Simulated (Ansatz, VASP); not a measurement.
# YSb: VASP beside Ansatz

```
CELL_PARAMETERS angstrom
0.00000 3.39582 3.39582
3.39582 0.00000 3.39582
3.39582 3.39582 0.00000
ATOMIC_POSITIONS crystal
Y 0.00000 0.00000 0.00000
Sb 0.25000 0.25000 0.25000
```

Alike in both runs: functional LDA; k mesh 12 × 12 × 12; occupations fermi-dirac, width 0.1 eV; no spin polarisation.

Ansatz relaxed the structure, and its values are those at the end. VASP's run is a single point on that final structure, the one shown.

|  | VASP | Ansatz |
| --- | --- | --- |
| version | VASP 6.6.1 | Ansatz 0.2.0 |
| potentials or method | VASP PAW LDA potentials, release 64 (Y_sv, Sb) | PAW with Ansatz's default frozen-core files, scalar-relativistic |
| plane-wave cutoff (eV) | 520 | 420 |
| valence electrons in the cell | 16 | 26 |

Ansatz gave:

```
pressure (GPa) : 0.0
```

Task: Estimate VASP's values.

Result: Pressure (GPa): 0.1.

LDA's correlation is that of Perdew and Zunger in VASP and of Perdew and Wang (1992) in Ansatz. VASP's potentials hold 16 valence electrons a cell and Ansatz's 26, so a difference there can come from the potentials and not from the codes.

Spin-orbit coupling is off throughout.
